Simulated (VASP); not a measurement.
Input of a VASP 6.6.1 run:

INCAR

```
SYSTEM = MnAs
PREC = Accurate ; ENCUT = 520
EDIFF = 1E-6 ; ISMEAR = 0
SIGMA = 0.1 ; LREAL = .False.
LASPH = .True. ; NELM = 150
ALGO = Normal ; ISIF = 2
LWAVE = .False. ; LCHARG = .False.
ISPIN = 2 ; MAGMOM = 2 0
LORBIT = 11 ; LMAXMIX = 4
GGA = PE ; NBANDS = 20
```

KPOINTS

```
Automatic mesh
0
Gamma
  6 6 6
  0 0 0
```

File POSCAR:

```
MnAs
1.0
    3.2195500982      0.0000000000      0.0000000000
   -1.6097750491      2.7882121738      0.0000000000
    0.0000000000      0.0000000000      3.2444100109
Mn As
1 1
Direct
    0.0000000000      0.0000000000      0.0000000000
    0.6666666667      0.3333333333      0.5000000000
```

Potentials or basis: VASP PAW PBE potentials, release 64 (Mn_pv, As).

Run with:

```sh
$ cat potpaw_PBE.64/Mn_pv/POTCAR potpaw_PBE.64/As/POTCAR > POTCAR
$ mpirun -np 1 vasp_std > vasp.out
```

Predict the net moment.

1.98 μB per cell.

Predict the pressure.

0.3 GPa.

Stress tensor (GPa, compression positive):
```
0.22 0.00 0.00
0.00 0.22 0.00
0.00 0.00 0.38
```

Caveat: the k points lie up to 0.38 Å⁻¹ apart; a cell with one magnetic atom can't hold antiferromagnetic order, which such compounds often take.
